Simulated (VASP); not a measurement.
Set up this calculation in VASP 6.6.1, as the native input.

```yaml
Task: single point
Functional: PBE
Potentials_or_basis: VASP PAW PBE potentials, release 64 (W_sv, C_h)
Cutoff: 1300 eV
k_mesh: 10 × 10 × 9
Occupations: fermi-dirac, width 0.05 eV
Spin: no spin polarisation
Dipole_correction: no
Further_INCAR_settings: ALGO = Normal; EDIFF = 1e-06; NBANDS = 16
```

The structure of WC lies in POSCAR:

```
WC
1.0
    2.8869927008      0.0000000000      0.0000000000
   -1.4434963504      2.5002090195      0.0000000000
    0.0000000000      0.0000000000      2.8175618425
W C
1 1
Direct
    0.0000000000      0.0000000000      0.0000000000
    0.6666666667      0.3333333333      0.5000000000
```

The input as run:

INCAR

```
SYSTEM = WC
PREC = Accurate
ENCUT = 1300
EDIFF = 1E-6
ISMEAR = -1
SIGMA = 0.05
LREAL = .FALSE.
LASPH = .TRUE.
NELM = 120
ALGO = Normal
ISIF = 2
LWAVE = .FALSE.
LCHARG = .FALSE.
GGA = PE
NBANDS = 16
GGA_COMPAT = .FALSE.
```

KPOINTS

```
regular mesh
0
G
  10 10 9
  0 0 0
```

Potentials or basis: VASP PAW PBE potentials, release 64 (W_sv, C_h).

Command:

```bash
$ cat potpaw_PBE.64/W_sv/POTCAR potpaw_PBE.64/C_h/POTCAR > POTCAR
$ mpirun -np 1 vasp_std > vasp.out
```

It gave:

```
Pressure               : 15.4 GPa
Band gap on the k mesh : zero (bands 9 and 10 overlap by 1.22 eV)
```

Caveat: the cell stands under pressure; spin-orbit coupling is left out, which moves the levels of the heavy elements.

Run time: 46 s on 1 thread of AMD EPYC 9R45 96-Core Processor (Zen 5) (shared host), peak memory 0.25 GiB.
